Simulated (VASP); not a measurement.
# MoS2: single point with PBE-based global hybrid with 10 % exact exchange

The system is MoS2.

```
Mo S
1.0
     3.17105    0.00000    0.00000
    -1.58553    2.74621    0.00000
     0.00000    0.00000    6.80972
Mo S
1 2
Direct
  0.00000 0.00000 0.00000
  0.33333 0.66667 0.22857
  0.33333 0.66667 0.77143
```

```yaml
Program: VASP 6.6.1
Task: single point
Functional: PBE-based global hybrid with 10 % exact exchange
Potentials_or_basis: VASP PAW PBE potentials, release 64 (Mo_sv, S)
Cutoff: 520 eV
k_mesh: 6 × 6 × 2
Occupations: gaussian, width 0.01 eV
Spin: no spin polarisation
```

The pressure is 0.2 GPa, the largest force is 0.091 eV/Å and the band gap on the k mesh is 1.75 eV (least direct gap 2.15 eV).

Forces in eV/Å, atoms in the order of the input:
```
Mo   0.000  0.000  0.000
S    0.000  0.000 -0.091
S    0.000  0.000  0.091
```

Stress tensor (GPa, compression positive):
```
-0.25  0.00  0.00
 0.00 -0.25  0.00
 0.00  0.00  0.97
```

Levels at points of the mesh, in eV from the valence-band top:
| k point | band 10 | band 11 | band 12 | band 13 | band 14 | band 15 | band 16 | band 17 |
| --- | --- | --- | --- | --- | --- | --- | --- | --- |
| (0.00, 0.00, 0.00) | -2.00 | -2.00 | -1.67 | -0.79 | 2.99 | 2.99 | 3.20 | 3.20 |
| (0.50, 0.00, 0.00) | -3.78 | -2.14 | -1.50 | -1.27 | 2.41 | 2.89 | 4.43 | 4.69 |
| (0.00, 0.00, 0.50) | -2.94 | -2.01 | -2.01 | 0.00 | 2.94 | 2.94 | 3.26 | 3.26 |
| (0.50, 0.00, 0.50) | -3.80 | -2.79 | -1.45 | -0.95 | 2.42 | 3.03 | 3.87 | 4.55 |

Run time: 33 min on 1 thread of AMD EPYC 7R43 64-Core Processor (Zen 3), with other jobs on the host, peak memory 0.16 GiB.

Caveat: the k points lie up to 0.46 Å⁻¹ apart; the PAW data sets were made with another functional, which shifts forces and pressure a little. A k mesh can miss the band edges.
